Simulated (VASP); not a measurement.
Runs of VASP 6.6.1 on TePb. The structure is that of space group R-3m (No. 166), or close to it. The cells are those of the table. 

```csv
cell,gap on the mesh (eV),pressure (GPa)
"a = 4.097 Å, angles 82.7°, 2 atoms",none,-1.1
"a = 4.688 Å, angles 56.6°, 2 atoms",0.11,(a)
"a = 4.349 Å, angles 67.3°, 2 atoms",none,1.9
"a = 6.274 Å, angles 33.6°, 2 atoms",none,(b)
"a = 5.242 Å, angles 45.7°, 2 atoms",none,0.3
```

Alike in all rows: task single point; level PBE; potentials or basis VASP PAW PBE potentials, release 64 (Te, Pb_d); no spin polarisation; k mesh 8 × 8 × 8; cutoff (eV) 520; smearing gaussian 0.05 eV.

**Question.** Fill in the values left out.

**Answer.** (a) 2.2; (b) -2.9.

Caveats: spin-orbit coupling is left out, which moves the levels of the heavy elements.

A k mesh can miss the band edges, and the runs leave out spin-orbit coupling on Pb, Te.

A gap of «none» marks levels without a gap at the run's occupations.
